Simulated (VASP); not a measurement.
Runs of VASP 6.6.1 on F. The structure is that of space group C2/m (No. 12), or close to it. The cells are those of the table. 

```tsv
level	potentials or basis	cell	gap on the mesh (eV)	pressure (GPa)	largest force (eV/Å)
PBE	VASP PAW PBE potentials, release 64 (F)	a = 3.274, b = 3.274, c = 7.607 Å, angles 103.7, 103.7, 63.7°, 4 atoms	2.59	-0.5	0.34
LDA	VASP PAW LDA potentials, release 64 (F)	a = 3.146, b = 3.146, c = 7.355 Å, angles 104.1, 104.1, 58.4°, 4 atoms	(a)	-11.7	3.93
PBE	VASP PAW PBE potentials, release 64 (F)	a = 3.271, b = 3.271, c = 7.036 Å, angles 106.3, 106.3, 63.1°, 4 atoms	0.52	-7.6	(c)
PBE	VASP PAW PBE potentials, release 64 (F)	a = 3.260, b = 3.260, c = 6.874 Å, angles 97.4, 97.4, 60.3°, 4 atoms	1.18	8.6	11.37
PBE	VASP PAW PBE potentials, release 64 (F)	a = 3.317, b = 3.317, c = 7.360 Å, angles 100.1, 100.1, 60.2°, 4 atoms	1.71	(b)	2.49
PBE	VASP PAW PBE potentials, release 64 (F)	a = 3.224, b = 3.224, c = 7.988 Å, angles 101.0, 101.0, 61.1°, 4 atoms	0.85	-9.2	3.68
```

Alike in all rows: task single point; no spin polarisation; k mesh 10 × 10 × 4; cutoff (eV) 520; smearing gaussian 0.02 eV.

**Question.** Estimate the missing entries.

**Answer.** (a) 0.16; (b) -1.6; (c) 3.35.

Caveats: forces of over 1 eV/Å act on the atoms, so gaps and moduli don't describe the material at rest (some runs); the standard files for N, O and F lose accuracy on very short bonds (some runs).

A k mesh can miss the band edges.
